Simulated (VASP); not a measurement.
# CaTa2 (P6_3/mmc) in VASP: further runs

CaTa2 is run at these levels: PBE; tasks: single point, relaxation of cell and atoms.

All numbers are computed with VASP 6.6.1; they aren't measurements. Logs are shortened: lines on timing, memory, paths and dates and some standing lists are left out, and cuts for length are marked.

## 1. The cell of the first run

Symmetry: P6_3/mmc, No. 194, hexagonal system. Conventional cell: a = 3.250 Å, b = 3.250 Å, c = 12.643 Å, α = 90.00°, β = 90.00°, γ = 120.00°. Ca (site symmetry -6m2) has 6 Ta at 2.43 Å and 6 Ca at 3.25 Å within 3.3 Å. Within 3.3 Å of Ta (site symmetry 3m) lie 3 Ca at 2.43 Å and 7 Ta at 3.10 to 3.25 Å.

## 2. Single point, PBE

The input, INCAR:

```
ALGO = Fast
EDIFF = 1E-6
ENCUT = 520
GGA = PE
ISIF = 2
ISMEAR = 0
LASPH = T
LCHARG = F
LREAL = F
LWAVE = F
NBANDS = 41
NELM = 80
PREC = Accurate
SIGMA = 0.1
```

The input, KPOINTS:

```
k-points
0
Gamma
  6 6 2
```

The input, POSCAR:

```
CaTa2
1.0
    3.2503928193      0.0000000000      0.0000000000
   -1.6251964097      2.8149227538      0.0000000000
    0.0000000000      0.0000000000     12.6426951804
Ca Ta
2 4
Direct
    0.3333333333      0.6666666667      0.2500000000
    0.6666666667      0.3333333333      0.7500000000
    0.3333333333      0.6666666667      0.6275000000
    0.6666666667      0.3333333333      0.1275000000
    0.3333333333      0.6666666667      0.8725000000
    0.6666666667      0.3333333333      0.3725000000
```

Potentials or basis: VASP PAW PBE potentials, release 64 (Ca_sv, Ta_pv).

Run with:

```sh
$ cat potpaw_PBE.64/Ca_sv/POTCAR potpaw_PBE.64/Ta_pv/POTCAR > POTCAR
$ mpirun -np 1 vasp_std > vasp.out
```

OUTCAR:

```text
EDIFF = 1E-6
   ENCUT = 520
   GGA = PE
   ISIF = 2
   ISMEAR = 0
   LASPH = T
   LREAL = F
   NELM = 80
   PREC = Accurate

 ion  position               nearest neighbor table
   1  0.333  0.667  0.250-   4 2.43   6 2.43   4 2.43   6 2.43   4 2.43   6 2.43
   2  0.667  0.333  0.750-   3 2.43   5 2.43   3 2.43   5 2.43   3 2.43   5 2.43
   3  0.333  0.667  0.627-   2 2.43   2 2.43   2 2.43   5 3.10
   4  0.667  0.333  0.127-   1 2.43   1 2.43   1 2.43   6 3.10
   5  0.333  0.667  0.873-   2 2.43   2 2.43   2 2.43   3 3.10
   6  0.667  0.333  0.373-   1 2.43   1 2.43   1 2.43   4 3.10

  LATTYP: Found a hexagonal cell.
 ALAT       =     3.2503928193
 C/A-ratio  =     3.8895899306

  Lattice vectors:

 A1 = (   3.2503928193,   0.0000000000,   0.0000000000)
 A2 = (  -1.6251964097,   2.8149227538,   0.0000000000)
 A3 = (   0.0000000000,   0.0000000000,  12.6426951804)

Analysis of symmetry for initial positions (statically):
=====================================================================
 Subroutine PRICEL returns:
 Original cell was already a primitive cell.

 Routine SETGRP: Setting up the symmetry group for a
 hexagonal supercell.

 Subroutine GETGRP returns: Found 24 space group operations
 (whereof 12 operations were pure point group operations)
 out of a pool of 24 trial point group operations.

The static configuration has the point symmetry D_3d.
 The point group associated with its full space group is D_6h.

Analysis of symmetry for dynamics (positions and initial velocities):
=====================================================================
 Subroutine PRICEL returns:
 Original cell was already a primitive cell.

 Routine SETGRP: Setting up the symmetry group for a
 hexagonal supercell.

 Subroutine GETGRP returns: Found 24 space group operations
 (whereof 12 operations were pure point group operations)
 out of a pool of 24 trial point group operations.

The dynamic configuration has the point symmetry D_3d.
 The point group associated with its full space group is D_6h.

 Subroutine INISYM returns: Found 24 space group operations
 (whereof 12 operations are pure point group operations),
 and found     1 'primitive' translations

----------------------------------------------------------------------------------------

                                     Primitive cell

  volume of cell :     115.6757

  direct lattice vectors                    reciprocal lattice vectors
     3.250392819  0.000000000  0.000000000     0.307655122  0.177624768  0.000000000
    -1.625196410  2.814922754  0.000000000     0.000000000  0.355249535  0.000000000
     0.000000000  0.000000000 12.642695180     0.000000000  0.000000000  0.079097058

  length of vectors
     3.250392819  3.250392819 12.642695180     0.355249535  0.355249535  0.079097058

  position of ions in fractional coordinates (direct lattice)
     0.333333333  0.666666667  0.250000000
     0.666666667  0.333333333  0.750000000
     0.333333333  0.666666667  0.627500000
     0.666666667  0.333333333  0.127500000
     0.333333333  0.666666667  0.872500000
     0.666666667  0.333333333  0.372500000

  ion indices of the primitive-cell ions
   primitive index   ion index
                 1           1
                 2           2
                 3           3
                 4           4
                 5           5
                 6           6

----------------------------------------------------------------------------------------

 KPOINTS: k-points

Automatic generation of k-mesh.
 Grid dimensions read from file:
 generate k-points for:    6    6    2

 Generating k-lattice:

  Cartesian coordinates                     Fractional coordinates (reciprocal lattice)
     0.051275854  0.029604128  0.000000000     0.166666667  0.000000000  0.000000000
     0.000000000  0.059208256  0.000000000     0.000000000  0.166666667  0.000000000
     0.000000000  0.000000000  0.039548529     0.000000000  0.000000000  0.500000000

  Length of vectors
     0.059208256  0.059208256  0.039548529

[... 50 lines left out ...]

 E-fermi :   5.0023     XC(G=0): -11.5739

 val. band max:        4.9397676482   @ k =   0.3333   0.1667   0.5000
 cond. band min:       5.0422633375   @ k =   0.5000   0.0000   0.0000
 fundamental gap:      0.1024956893
 Fermi energy:         5.0022851944

 k-point     1 :       0.0000    0.0000    0.0000
  band No.  band energies     occupation
      1     -34.4892      2.00000
      2     -34.4881      2.00000
      3     -29.7773      2.00000
      4     -29.7294      2.00000
      5     -29.6573      2.00000
      6     -29.6106      2.00000
[... 33 lines left out ...]
     40       6.1299      0.00000
     41       6.9856      0.00000

 k-point     2 :       0.1667    0.0000    0.0000
  band No.  band energies     occupation
      1     -34.4527      2.00000
      2     -34.4522      2.00000
      3     -29.7839      2.00000
      4     -29.7580      2.00000
      5     -29.7441      2.00000
      6     -29.7197      2.00000
[... 33 lines left out ...]
     40       6.6269      0.00000
     41       6.7351      0.00000

 k-point     3 :       0.3333    0.0000    0.0000
  band No.  band energies     occupation
      1     -34.3801      2.00000
      2     -34.3799      2.00000
      3     -29.9238      2.00000
      4     -29.8894      2.00000
      5     -29.7846      2.00000
      6     -29.7739      2.00000
[... 33 lines left out ...]
     40       7.6729      0.00000
     41       8.4694      0.00000

 k-point     4 :       0.5000    0.0000    0.0000
  band No.  band energies     occupation
      1     -34.3440      2.00000
      2     -34.3436      2.00000
      3     -29.9610      2.00000
      4     -29.9361      2.00000
      5     -29.8719      2.00000
      6     -29.8643      2.00000
[... 385 lines left out ...]
     40       7.1841      0.00000
     41       7.4124      0.00000

 k-point    13 :       0.3333    0.1667    0.5000
  band No.  band energies     occupation
      1     -34.3423      2.00000
      2     -34.3423      2.00000
      3     -29.9382      2.00000
      4     -29.9382      2.00000
      5     -29.8197      2.00000
      6     -29.8197      2.00000
[... 33 lines left out ...]
     40       7.7283      0.00000
     41       8.8156      0.00000

 k-point    14 :       0.3333    0.3333    0.5000
  band No.  band energies     occupation
      1     -34.3223      2.00000
      2     -34.3223      2.00000
      3     -29.9462      2.00000
      4     -29.9462      2.00000
      5     -29.7778      2.00000
      6     -29.7778      2.00000
[... 33 lines left out ...]
     40       7.3234      0.00000
     41       7.7827      0.00000

------------------------ aborting loop because EDIFF is reached ----------------------------------------

  FORCE on cell =-STRESS in cart. coord.  units (eV):
  Direction    XX          YY          ZZ          XY          YZ          ZX
  --------------------------------------------------------------------------------------
  -------------------------------------------------------------------------------------
  Total       16.4200122     16.4200122     21.0846948     -0.0000000      0.0000000      0.0000000
  in kB      227.4270191    227.4270191    292.0356711     -0.0000000      0.0000000      0.0000000
  external PRESSURE =     248.9632365 kB  Pullay stress =       0.0000000 kB

 VOLUME and BASIS-vectors are now :
 -----------------------------------------------------------------------------
  energy-cutoff  :      520.00
  volume of cell :      115.68
      direct lattice vectors                 reciprocal lattice vectors
     3.250392819  0.000000000  0.000000000     0.307655122  0.177624768  0.000000000
    -1.625196410  2.814922754  0.000000000     0.000000000  0.355249535  0.000000000
     0.000000000  0.000000000 12.642695180     0.000000000  0.000000000  0.079097058

 POSITION                                       TOTAL-FORCE (eV/Angst)
 -----------------------------------------------------------------------------------
     -0.00000      1.87662      3.16067         0.000000      0.000000     -0.000000
      1.62520      0.93831      9.48202        -0.000000     -0.000000     -0.000000
     -0.00000      1.87662      7.93329         0.000000     -0.000000     -6.173521
      1.62520      0.93831      1.61194        -0.000000      0.000000     -6.173521
     -0.00000      1.87662     11.03075         0.000000     -0.000000      6.173521
      1.62520      0.93831      4.70940        -0.000000      0.000000      6.173521
 -----------------------------------------------------------------------------------
    total drift:                                0.000000     -0.000000      0.000000

  FREE ENERGIE OF THE ION-ELECTRON SYSTEM (eV)
  ---------------------------------------------------
  free  energy   TOTEN  =       -31.4281402427 eV

  energy  without entropy=      -31.3908766564  energy(sigma->0) =      -31.40950845
```

It took 2.3 min on 1 thread of Intel Xeon Platinum 8259CL at 2.50GHz (Skylake/Cascade Lake), shared host; peak memory 0.24 GiB.

What came out:

```yaml
Free_energy: -31.4281 eV
Pressure: 24.9 GPa
Largest_force: 6.174 eV/Å
Band_gap_on_the_k_mesh: zero (bands 32 and 33 overlap by 1.06 eV)
```

Forces in eV/Å, atoms in the order of the input:
```
Ca   0.000  0.000  0.000
Ca   0.000  0.000  0.000
Ta   0.000  0.000 -6.174
Ta   0.000  0.000 -6.174
Ta   0.000  0.000  6.174
Ta   0.000  0.000  6.174
```

Stress tensor (GPa, compression positive):
```
22.74  0.00  0.00
 0.00 22.74  0.00
 0.00  0.00 29.20
```

Caveat: the k points lie up to 0.37 Å⁻¹ apart, too coarse for converged energies and pressures of a metal; spin-orbit coupling is left out, which moves the levels of the heavy elements; forces of over 1 eV/Å act on the atoms, so gaps and moduli don't describe the material at rest.

## 3. Single point, PBE

This run uses another cell than the first one, of 23.42 Å³/atom.

The input, INCAR:

```
SYSTEM = CaTa2
  PREC = Accurate
  ENCUT = 520
  EDIFF = 1E-6
  ISMEAR = 0
  SIGMA = 0.1
  LREAL = .FALSE.
  LASPH = .TRUE.
  NELM = 100
  ALGO = Normal
  ISIF = 2
  LWAVE = .FALSE.
  LCHARG = .FALSE.
  GGA = PE
  NBANDS = 41
```

The input, KPOINTS:

```
Automatic mesh
0
G
  6 6 2
  0 0 0
```

The input, POSCAR:

```
CaTa2
1.0
    3.3039124966      0.0000000000      0.0000000000
   -1.6519562483      2.8612721540      0.0000000000
    0.0000000000      0.0000000000     14.8615397040
Ca Ta
2 4
Direct
    0.3333333333      0.6666666667      0.2500000000
    0.6666666667      0.3333333333      0.7500000000
    0.3333333333      0.6666666667      0.5636137402
    0.6666666667      0.3333333333      0.0636137402
    0.3333333333      0.6666666667      0.9363862598
    0.6666666667      0.3333333333      0.4363862598
```

Potentials or basis: VASP PAW PBE potentials, release 64 (Ca_sv, Ta_pv).

Run with:

```sh
$ cat potpaw_PBE.64/Ca_sv/POTCAR potpaw_PBE.64/Ta_pv/POTCAR > POTCAR
$ mpirun -np 1 vasp_std > vasp.out
```

It took 2.7 min on 1 thread of Intel Xeon Platinum 8259CL at 2.50GHz (Skylake/Cascade Lake), shared host; peak memory 0.3 GiB.

Results (log left out):

```yaml
Free_energy: -46.9329 eV
Pressure: 0.1 GPa
Largest_force: 0.004 eV/Å
Band_gap_on_the_k_mesh: zero (bands 32 and 33 overlap by 0.40 eV)
```

Forces in eV/Å, atoms in the order of the input:
```
Ca   0.000  0.000  0.000
Ca   0.000  0.000  0.000
Ta   0.000  0.000 -0.004
Ta   0.000  0.000 -0.004
Ta   0.000  0.000  0.004
Ta   0.000  0.000  0.004
```

Levels at points of the mesh, in eV from the Fermi level:
```tsv
k point	band 30	band 31	band 32	band 33	band 34	band 35
(0.00, 0.00, 0.00)	-0.25	-0.25	-0.24	-0.24	-0.21	-0.21
(0.50, 0.00, 0.00)	-0.41	-0.15	-0.07	-0.01	0.20	1.08
(0.00, 0.00, 0.50)	-0.26	-0.26	-0.26	-0.23	-0.23	-0.23
(0.50, 0.00, 0.50)	-0.80	-0.11	-0.11	0.21	0.21	1.20
```

Caveat: the k points lie up to 0.37 Å⁻¹ apart; spin-orbit coupling is left out, which moves the levels of the heavy elements.

## 4. Relaxation of cell and atoms, PBE

The input, INCAR:

```
SYSTEM = CaTa2
  PREC = Accurate
  ENCUT = 600
  EDIFF = 1E-6
  ISMEAR = 0
  SIGMA = 0.1
  LREAL = .FALSE.
  LASPH = .TRUE.
  NELM = 100
  ALGO = Normal
  ISIF = 3
  LWAVE = .FALSE.
  LCHARG = .FALSE.
  GGA = PE
  IBRION = 2
  NSW = 90
  EDIFFG = -0.04
```

KPOINTS is that of step 3.

The input, POSCAR:

```
CaTa2
1.0
    3.2503928193      0.0000000000      0.0000000000
   -1.6251964097      2.8149227538      0.0000000000
    0.0000000000      0.0000000000     12.6426951804
Ca Ta
2 4
Direct
    0.3333333333      0.6666666667      0.2500000000
    0.6666666667      0.3333333333      0.7500000000
    0.3333333333      0.6666666667      0.6275000000
    0.6666666667      0.3333333333      0.1275000000
    0.3333333333      0.6666666667      0.8725000000
    0.6666666667      0.3333333333      0.3725000000
```

Run with:

```sh
$ cat potpaw_PBE.64/Ca_sv/POTCAR potpaw_PBE.64/Ta_pv/POTCAR > POTCAR
$ mpirun -np 1 vasp_std > vasp.out
```

It took 27 min on 1 thread of Intel Xeon Platinum 8259CL at 2.50GHz (Skylake/Cascade Lake), shared host; peak memory 0.33 GiB.

The run converged. Its results:

| Property | Result |
| --- | --- |
| Free energy | -47.0171 eV |
| Relaxed volume | 21.45 Å³/atom |
| Relaxed cell | a = 3.015 Å, b = 3.015 Å, c = 16.339 Å, α = 90.00°, β = 90.00°, γ = 120.00° |
| Space group after relaxing (to 0.1 Å) | P6_3/mmc (No. 194) |
| Energy gained by relaxing | 2597.8 meV/atom |
| Ionic steps | 16 |
| Pressure after relaxing | 0.1 GPa |
| Band gap on the k mesh | zero (bands 32 and 33 overlap by 1.00 eV) |

Forces in eV/Å, atoms in the order of the input:
```
Ca   0.000  0.000  0.000
Ca   0.000  0.000  0.000
Ta   0.000  0.000  0.002
Ta   0.000  0.000  0.002
Ta   0.000  0.000 -0.002
Ta   0.000  0.000 -0.002
```

Stress tensor (GPa, compression positive):
```
 0.17  0.00  0.00
 0.00  0.17  0.00
 0.00  0.00 -0.10
```

The path:
| step | energy change (eV) | largest force (eV/Å) | pressure (GPa) | volume (Å³) |
| --- | --- | --- | --- | --- |
| 1 | 0.0000 | 6.1752 | 24.91 | 115.68 |
| 2 | -6.4862 | 3.0764 | -12.50 | 173.40 |
| 3 | -6.5429 | 3.4074 | -10.78 | 166.20 |
| 4 | -12.9042 | 1.8281 | -14.84 | 156.27 |
| 5 | -14.6270 | 0.5997 | -12.27 | 150.37 |
| 6 | -12.9408 | 2.8289 | 12.39 | 136.97 |
| 7 | -14.9226 | 0.1466 | -8.82 | 147.51 |
| 8 | -14.8181 | 1.9830 | 15.08 | 117.83 |
| 9 | -15.3908 | 0.9343 | 0.26 | 132.48 |
| 10 | -15.3911 | 0.9550 | 0.53 | 132.13 |
| 11 | -15.5360 | 0.5336 | 0.51 | 129.74 |
| 12 | -15.5692 | 0.1403 | 0.77 | 128.24 |
| 13 | -15.5696 | 0.0888 | 0.82 | 128.04 |
| 14 | -15.5796 | 0.0779 | -1.19 | 130.24 |
| 15 | -15.5813 | 0.0303 | -0.64 | 129.62 |
| 16 | -15.5865 | 0.0022 | 0.08 | 128.67 |

Final structure:
```
Ca Ta
1.0
     3.01549    0.00000    0.00000
    -1.50775    2.61149    0.00000
     0.00000    0.00000   16.33943
Ca Ta
2 4
Direct
  0.33333 0.66667 0.25000
  0.66667 0.33333 0.75000
  0.33333 0.66667 0.57663
  0.66667 0.33333 0.07663
  0.33333 0.66667 0.92337
  0.66667 0.33333 0.42337
```

Levels at points of the mesh, in eV from the Fermi level:
| k point | band 28 | band 29 | band 30 | band 31 | band 32 | band 33 | band 34 | band 35 | band 36 | band 37 |
| --- | --- | --- | --- | --- | --- | --- | --- | --- | --- | --- |
| (0.00, 0.00, 0.00) | -0.50 | -0.22 | 0.09 | 0.63 | 0.63 | 0.66 | 0.66 | 0.84 | 0.91 | 0.91 |
| (0.50, 0.00, 0.00) | -1.18 | -0.94 | -0.69 | -0.39 | 0.02 | 0.57 | 0.90 | 1.17 | 1.29 | 1.37 |
| (0.00, 0.00, 0.50) | -0.70 | -0.12 | -0.12 | 0.64 | 0.64 | 0.64 | 0.64 | 0.91 | 0.91 | 0.91 |
| (0.50, 0.00, 0.50) | -1.36 | -0.69 | -0.69 | -0.46 | -0.46 | 1.04 | 1.04 | 1.23 | 1.23 | 1.39 |

Caveat: the k points lie up to 0.40 Å⁻¹ apart in the final cell, too coarse for converged energies and pressures of a metal; a cell axis changed by over 15 % at a fixed basis, so the end point is rough; spin-orbit coupling is left out, which moves the levels of the heavy elements.

## 5. Single point, PBE

This run uses another cell than the first one, of 23.54 Å³/atom.

The input, INCAR:

```
PREC = Accurate ; ENCUT = 520
EDIFF = 1E-6 ; ISMEAR = 0
SIGMA = 0.1 ; LREAL = F
LASPH = T ; NELM = 60
ALGO = Fast ; ISIF = 2
LWAVE = F ; LCHARG = T
GGA = PE ; LELF = T
LVHAR = T ; NBANDS = 41
```

The input, KPOINTS:

```
regular mesh
0
Gamma
  12 12 4
```

The input, POSCAR:

```
CaTa2
1.0
    3.3200361398      0.0000000000      0.0000000000
   -1.6600180699      2.8752356386      0.0000000000
    0.0000000000      0.0000000000     14.7970982218
Ca Ta
2 4
Direct
    0.3333333333      0.6666666667      0.2500000000
    0.6666666667      0.3333333333      0.7500000000
    0.3333333333      0.6666666667      0.5630643146
    0.6666666667      0.3333333333      0.0630643146
    0.3333333333      0.6666666667      0.9369356854
    0.6666666667      0.3333333333      0.4369356854
```

Run with:

```sh
$ cat potpaw_PBE.64/Ca_sv/POTCAR potpaw_PBE.64/Ta_pv/POTCAR > POTCAR
$ mpirun -np 1 vasp_std > vasp.out
```

Wall time 13 min (1 thread of Intel Xeon Platinum 8259CL at 2.50GHz (Skylake/Cascade Lake), shared host); peak memory 0.46 GiB.

The run converged. Its results:

```
Free energy            : -46.8744 eV
Pressure               : 0.1 GPa
Largest force          : 0.004 eV/Å
Band gap on the k mesh : zero (bands 32 and 33 overlap by 0.50 eV)
```

Forces in eV/Å, atoms in the order of the input:
```
Ca   0.000  0.000  0.000
Ca   0.000  0.000  0.000
Ta   0.000  0.000  0.004
Ta   0.000  0.000  0.004
Ta   0.000  0.000 -0.004
Ta   0.000  0.000 -0.004
```

Levels at points of the mesh, in eV from the Fermi level:
```tsv
k point	band 28	band 29	band 30	band 31	band 32	band 33	band 34	band 35	band 36	band 37
(0.00, 0.00, 0.00)	-0.36	-0.36	-0.33	-0.33	-0.31	-0.31	-0.28	-0.28	0.49	1.31
(0.50, 0.00, 0.00)	-1.02	-0.81	-0.44	-0.21	-0.12	-0.03	0.19	1.06	1.38	1.78
(0.00, 0.00, 0.50)	-0.34	-0.34	-0.34	-0.30	-0.30	-0.30	-0.30	-0.30	-0.30	1.75
(0.50, 0.00, 0.50)	-1.03	-0.84	-0.84	-0.17	-0.17	0.20	0.20	1.17	1.17	1.91
```

Caveat: spin-orbit coupling is left out, which moves the levels of the heavy elements.

## 6. Summary

```tsv
task	cell	k mesh	cutoff (eV)	gap on the mesh (eV)	pressure (GPa)
single point	a = 3.250, b = 3.250, c = 12.643 Å, angles 90.0, 90.0, 120.0°, 6 atoms, atomic positions A	6 × 6 × 2	520	none	24.9
single point	a = 3.304, b = 3.304, c = 14.862 Å, angles 90.0, 90.0, 120.0°, 6 atoms, atomic positions B	6 × 6 × 2	520	none	0.1
relaxation of cell and atoms	relaxed from a = 3.250, b = 3.250, c = 12.643 Å, angles 90.0, 90.0, 120.0°, 6 atoms, atomic positions A	6 × 6 × 2	600	none	0.1
single point	a = 3.320, b = 3.320, c = 14.797 Å, angles 90.0, 90.0, 120.0°, 6 atoms, atomic positions C	12 × 12 × 4	520	none	0.1
```

Alike in all rows: level PBE; potentials or basis VASP PAW PBE potentials, release 64 (Ca_sv, Ta_pv); no spin polarisation; smearing gaussian 0.1 eV.

Caveats: some runs use coarse meshes; spin-orbit coupling is left out, which moves the levels of the heavy elements; forces of over 1 eV/Å act on the atoms, so gaps and moduli don't describe the material at rest (at least some runs); a cell axis changed by over 15 % at a fixed basis, so the end point is rough (at least some runs).

Total energies depend on the potentials used, so only differences within one code and one set of settings carry meaning.

The gap in the log of VASP goes by the Fermi energy; the results here count the filled bands.